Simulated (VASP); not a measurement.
# Pb in VASP: single point with PBE

Aim: the single point of Pb with PBE.

All numbers are computed with VASP 6.6.1; they aren't measurements. Logs are shortened: lines on timing, memory, paths and dates and some standing lists are left out, and cuts for length are marked.

## Step 1: The cell of the first run

The cell holds a slab with vacuum, 7 atoms: a = 3.563 Å, b = 5.039 Å, c = 26.690 Å, α = 90.00°, β = 90.00°, γ = 90.00°.

## Step 2: Single point, PBE

The input, INCAR:

```
ALGO = Normal
DIPOL = 0.5 0.5 0.500
EDIFF = 1E-6
ENCUT = 520
GGA = PE
IDIPOL = 3
ISIF = 2
ISMEAR = -1
LASPH = True
LCHARG = False
LDIPOL = True
LREAL = False
LWAVE = False
NBANDS = 58
NELM = 60
PREC = Accurate
SIGMA = 0.1
```

The input, KPOINTS:

```
k-points
0
Gamma
  12 8 1
```

The input, POSCAR:

```
Pb
1.0
    3.5634551255      0.0000000000      0.0000000000
    0.0000000000      5.0394865674      0.0000000000
    0.0000000000      0.0000000000     26.6904000000
Pb
7
Direct
    0.0000000000      0.0000000000      0.3099304599
    0.5000000000      0.5000000000      0.3636526769
    0.0000000000      0.0000000000      0.4338071347
    0.5000000000      0.5000000000      0.4999999999
    0.0000000000      0.0000000000      0.5661928654
    0.5000000000      0.5000000000      0.6363473226
    0.0000000000      0.0000000000      0.6900695405
```

Potentials or basis: VASP PAW PBE potentials, release 64 (Pb_d).

On the command line:

```console
cat potpaw_PBE.64/Pb_d/POTCAR > POTCAR
mpirun -np 1 vasp_std > vasp.out
```

OUTCAR:

```text
EDIFF = 1E-6
   ENCUT = 520
   GGA = PE
   ISIF = 2
   ISMEAR = -1
   LASPH = True
   LREAL = False
   NELM = 60
   PREC = Accurate

 ion  position               nearest neighbor table
   1  0.000  0.000  0.310-   3 3.31   2 3.40   2 3.40   2 3.40   2 3.40
   2  0.500  0.500  0.364-   1 3.40   1 3.40   1 3.40   1 3.40   3 3.61   3 3.61   3 3.61   3 3.61
                             4 3.64
   3  0.000  0.000  0.434-   1 3.31   5 3.53   4 3.56   4 3.56   4 3.56   4 3.56   2 3.61   2 3.61
                             2 3.61   2 3.61
   4  0.500  0.500  0.500-   3 3.56   3 3.56   3 3.56   3 3.56   5 3.56   5 3.56   5 3.56   5 3.56
                             6 3.64   2 3.64
   5  0.000  0.000  0.566-   7 3.31   3 3.53   4 3.56   4 3.56   4 3.56   4 3.56   6 3.61   6 3.61
                             6 3.61   6 3.61
   6  0.500  0.500  0.636-   7 3.40   7 3.40   7 3.40   7 3.40   5 3.61   5 3.61   5 3.61   5 3.61
                             4 3.64
   7  0.000  0.000  0.690-   5 3.31   6 3.40   6 3.40   6 3.40   6 3.40

  LATTYP: Found a simple orthorhombic cell.
 ALAT       =     3.5634551255
 B/A-ratio  =     1.4142135624
 C/A-ratio  =     7.4900339867

  Lattice vectors:

 A1 = (   3.5634551255,   0.0000000000,   0.0000000000)
 A2 = (   0.0000000000,   5.0394865674,   0.0000000000)
 A3 = (   0.0000000000,   0.0000000000,  26.6904000000)

Analysis of symmetry for initial positions (statically):
=====================================================================
 Subroutine PRICEL returns:
 Original cell was already a primitive cell.

 Routine SETGRP: Setting up the symmetry group for a
 simple orthorhombic supercell.

 Subroutine GETGRP returns: Found  8 space group operations
 (whereof  8 operations were pure point group operations)
 out of a pool of  8 trial point group operations.

The static configuration has the point symmetry D_2h.

Analysis of symmetry for dynamics (positions and initial velocities):
=====================================================================
 Subroutine PRICEL returns:
 Original cell was already a primitive cell.

 Routine SETGRP: Setting up the symmetry group for a
 simple orthorhombic supercell.

 Subroutine GETGRP returns: Found  8 space group operations
 (whereof  8 operations were pure point group operations)
 out of a pool of  8 trial point group operations.

The dynamic configuration has the point symmetry D_2h.

 Subroutine INISYM returns: Found  8 space group operations
 (whereof  8 operations are pure point group operations),
 and found     1 'primitive' translations

----------------------------------------------------------------------------------------

                                     Primitive cell

  volume of cell :     479.3058

  direct lattice vectors                    reciprocal lattice vectors
     3.563455125  0.000000000  0.000000000     0.280626517  0.000000000  0.000000000
     0.000000000  5.039486567  0.000000000     0.000000000  0.198432913  0.000000000
     0.000000000  0.000000000 26.690400000     0.000000000  0.000000000  0.037466655

  length of vectors
     3.563455125  5.039486567 26.690400000     0.280626517  0.198432913  0.037466655

  position of ions in fractional coordinates (direct lattice)
     0.000000000  0.000000000  0.309930460
     0.500000000  0.500000000  0.363652677
     0.000000000  0.000000000  0.433807135
     0.500000000  0.500000000  0.500000000
     0.000000000  0.000000000  0.566192865
     0.500000000  0.500000000  0.636347323
     0.000000000  0.000000000  0.690069540

  ion indices of the primitive-cell ions
   primitive index   ion index
                 1           1
                 2           2
                 3           3
                 4           4
                 5           5
                 6           6
                 7           7

----------------------------------------------------------------------------------------

 KPOINTS: k-points

Automatic generation of k-mesh.
 Grid dimensions read from file:
 generate k-points for:   12    8    1

 Generating k-lattice:

  Cartesian coordinates                     Fractional coordinates (reciprocal lattice)
     0.023385543  0.000000000  0.000000000     0.083333333  0.000000000  0.000000000
     0.000000000  0.024804114  0.000000000     0.000000000  0.125000000  0.000000000
     0.000000000  0.000000000  0.037466655     0.000000000  0.000000000  1.000000000

  Length of vectors
     0.023385543  0.024804114  0.037466655

  Shift w.r.t. Gamma in fractional coordinates (k-lattice)
     0.000000000  0.000000000  0.000000000

 Subroutine IBZKPT returns following result:
 ===========================================

 Found     35 irreducible k-points:

 Following reciprocal coordinates:
            Coordinates               Weight
  0.000000  0.000000  0.000000      1.000000
  0.083333  0.000000  0.000000      2.000000
  0.166667  0.000000  0.000000      2.000000
  0.250000  0.000000  0.000000      2.000000
  0.333333  0.000000  0.000000      2.000000
  0.416667  0.000000  0.000000      2.000000
[... 16 lines left out ...]
  0.083333  0.375000  0.000000      4.000000
  0.166667  0.375000  0.000000      4.000000
 [... further k-points ...]
   k-points           NKPTS =     35   k-points in BZ     NKDIM =     35   number of bands    NBANDS=     58
   number of dos      NEDOS =    301   number of ions     NIONS =      7
   total plane-waves  NPLWV = 224000
   dimension x,y,z NGX =    28 NGY =   40 NGZ =  200
   dimension x,y,z NGXF=    56 NGYF=   80 NGZF=  400
   ions per type =               7
   NGX,Y,Z   is equivalent  to a cutoff of  13.06, 13.20, 12.46 a.u.
   NGXF,Y,Z  is equivalent  to a cutoff of  26.13, 26.39, 24.91 a.u.
 SYSTEM =  unknown system
   PREC   = accura    normal or accurate (medium, high low for compatibility)
   ISTART =      0    job   : 0-new  1-cont  2-samecut
   ICHARG =      2    charge: 1-file 2-atom 10-const
   ISPIN  =      1    spin polarized calculation?
   LNONCOLLINEAR =      F non collinear calculations
   LSORBIT =      F    spin-orbit coupling
   LASPH  =      T    aspherical Exc in radial PAW
   ENCUT  =  520.0 eV  38.22 Ry    6.18 a.u.   6.63  9.37 49.63*2*pi/ulx,y,z
   NELM   =     60;   NELMIN=  2; NELMDL= -5     # of ELM steps
   EDIFF  = 0.1E-05   stopping-criterion for ELM
   LREAL  =      F    real-space projection
   EDIFFG = 0.1E-04   stopping-criterion for IOM
   NSW    =      0    number of steps for IOM
   IBRION =     -1    ionic relax: 0-MD 1-quasi-New 2-CG
   NFREE  =      0    steps in history (QN), initial steepest desc. (CG)
   ISIF   =      2    stress and relaxation
   ISYM   =      2    0-nonsym 1-usesym 2-fastsym
   POTIM  = 0.5000    time-step for ionic-motion
   TEBEG  =    0.0;   TEEND  =   0.0 temperature during run
   PSTRESS=    0.0 pullay stress
   NELECT =      98.0000    total number of electrons
   NUPDOWN=      -1.0000    fix difference up-down
   EMIN   =  10.00;   EMAX   =-10.00  energy-range for DOS
   EFERMI =   0.00;   METHOD = LEGACY
   ISMEAR =    -1;   SIGMA  =   0.10  broadening in eV -4-tet -1-fermi 0-gaus
   EFERMI_NEDOS =   21; number of points for ismear=-14 and -15
   IALGO  =     38    algorithm
   IMIX   =      4    mixing-type and parameters
     AMIX     =   0.40;   BMIX     =  1.00
     AMIX_MAG =   1.60;   BMIX_MAG =  1.00
  volume/ion in A,a.u.               =      68.47       462.07
  Fermi-wavevector in a.u.,A,eV,Ry     =   0.964449  1.822544 12.655623  0.930162
  Thomas-Fermi vector in A             =   2.094081
   LORBIT       =      0    0 simple, 1 ext, 2 COOP (PROOUT), +10 PAW based schemes
   GGA     = PE    functional components
   LHFCALC =     F    Hartree Fock is set to
   AEXX    =    0.0000 exact exchange contribution
   IVDW    =     0    specifies the selected vdW correction
   LEPSILON=     F    determine dielectric tensor
   LRPA    =     F    only Hartree local field effects (RPA)
 non-spin polarized calculation
  energy-cutoff  :      520.00
  volume of cell :      479.31
 maximum number of plane-waves:     12961
 NGX is ok and might be reduce to    28
   NGX = 13   NGY = 19   NGZ = 99

 dipolmoment           0.000000      0.000000     -0.000000 electrons x Angstroem

 number of electron      98.0000019 magnetization

 dipolmoment           0.000000      0.000000      0.000000 electrons x Angstroem

 Free energy of the ion-electron system (eV)
  ---------------------------------------------------
  ext. energy  EPLUGINS =         0.00000000
  ---------------------------------------------------
  free energy    TOTEN  =       -24.25768207 eV

  energy without entropy =      -24.11838352  energy(sigma->0) =      -24.18803279

 E-fermi :   1.1426     XC(G=0):  -5.1798

 val. band max:        1.1154443461   @ k =   0.0833   0.5000   0.0000
 cond. band min:       1.1443798277   @ k =   0.1667   0.0000   0.0000
 fundamental gap:      0.0289354816
 Fermi energy:         1.1425908097

 k-point     1 :       0.0000    0.0000    0.0000
  band No.  band energies     occupation
      1     -16.0236      2.00000
      2     -15.9766      2.00000
      3     -15.9609      2.00000
      4     -15.9304      2.00000
      5     -15.9033      2.00000
      6     -15.8992      2.00000
[... 50 lines left out ...]
     57       4.6494      0.00000
     58       4.8157      0.00000

 k-point     2 :       0.0833    0.0000    0.0000
  band No.  band energies     occupation
      1     -16.0116      2.00000
      2     -15.9624      2.00000
      3     -15.9513      2.00000
      4     -15.9198      2.00000
      5     -15.9176      2.00000
      6     -15.9009      2.00000
[... 50 lines left out ...]
     57       4.6936      0.00000
     58       4.7287      0.00000

 k-point     3 :       0.1667    0.0000    0.0000
  band No.  band energies     occupation
      1     -15.9848      2.00000
      2     -15.9423      2.00000
      3     -15.9372      2.00000
      4     -15.9279      2.00000
      5     -15.9236      2.00000
      6     -15.9121      2.00000
[... 1216 lines left out ...]
      3     -15.9372      2.00000
      4     -15.9179      2.00000
      5     -15.9090      2.00000
      6     -15.8953      2.00000
[... 50 lines left out ...]
     57       5.0905      0.00000
     58       5.3859      0.00000

 k-point    24 :       0.1667    0.3750    0.0000
  band No.  band energies     occupation
      1     -15.9681      2.00000
      2     -15.9290      2.00000
      3     -15.9222      2.00000
      4     -15.9083      2.00000
      5     -15.9057      2.00000
      6     -15.8986      2.00000
[... 50 lines left out ...]
     57       4.2719      0.00000
     58       4.7862      0.00000

 [... further k-points ...]

------------------------ aborting loop because EDIFF is reached ----------------------------------------

 vacuum level on the upper side and lower side of the slab       (xc-potential included)        -0.131        -0.131

  FORCE on cell =-STRESS in cart. coord.  units (eV):
  Direction    XX          YY          ZZ          XY          YZ          ZX
  --------------------------------------------------------------------------------------
  -------------------------------------------------------------------------------------
  Total       -0.6068532      0.0388671     -0.0899839     -0.0000000      0.0000000      0.0000000
  in kB       -2.0285305      0.1299211     -0.3007894     -0.0000000      0.0000000      0.0000000
  external PRESSURE =      -0.7331330 kB  Pullay stress =       0.0000000 kB

 VOLUME and BASIS-vectors are now :
 -----------------------------------------------------------------------------
  energy-cutoff  :      520.00
  volume of cell :      479.31
      direct lattice vectors                 reciprocal lattice vectors
     3.563455125  0.000000000  0.000000000     0.280626517  0.000000000  0.000000000
     0.000000000  5.039486567  0.000000000     0.000000000  0.198432913  0.000000000
     0.000000000  0.000000000 26.690400000     0.000000000  0.000000000  0.037466655

 POSITION                                       TOTAL-FORCE (eV/Angst)
 -----------------------------------------------------------------------------------
      0.00000      0.00000      8.27217         0.000000     -0.000000     -0.003452
      1.78173      2.51974      9.70604        -0.000000      0.000000     -0.000045
      0.00000      0.00000     11.57849        -0.000000      0.000000      0.004890
      1.78173      2.51974     13.34520        -0.000000      0.000000      0.000000
      0.00000      0.00000     15.11191        -0.000000      0.000000     -0.004890
      1.78173      2.51974     16.98436        -0.000000      0.000000      0.000045
      0.00000      0.00000     18.41823        -0.000000      0.000000      0.003452
 -----------------------------------------------------------------------------------
    total drift:                                0.000000      0.000000      0.000006

  FREE ENERGIE OF THE ION-ELECTRON SYSTEM (eV)
  ---------------------------------------------------
  free  energy   TOTEN  =       -24.2576820691 eV

  energy  without entropy=      -24.1183835196  energy(sigma->0) =      -24.18803279

 vacuum level on the upper side and lower side of the slab         4.748         4.748
```

Run time: 27 min. Hardware: 1 thread of AMD EPYC 9755, shared host; peak memory 0.9 GiB.

What came out:

* Free energy: -24.2577 eV
* Largest force: 0.005 eV/Å
* Band gap on the k mesh: zero (bands 49 and 50 overlap by 2.60 eV)

Forces on the atoms (eV/Å):
```
Pb   0.000  0.000 -0.003
Pb   0.000  0.000  0.000
Pb   0.000  0.000  0.005
Pb   0.000  0.000  0.000
Pb   0.000  0.000 -0.005
Pb   0.000  0.000  0.000
Pb   0.000  0.000  0.003
```

Caveat: spin-orbit coupling is left out, which moves the levels of the heavy elements.
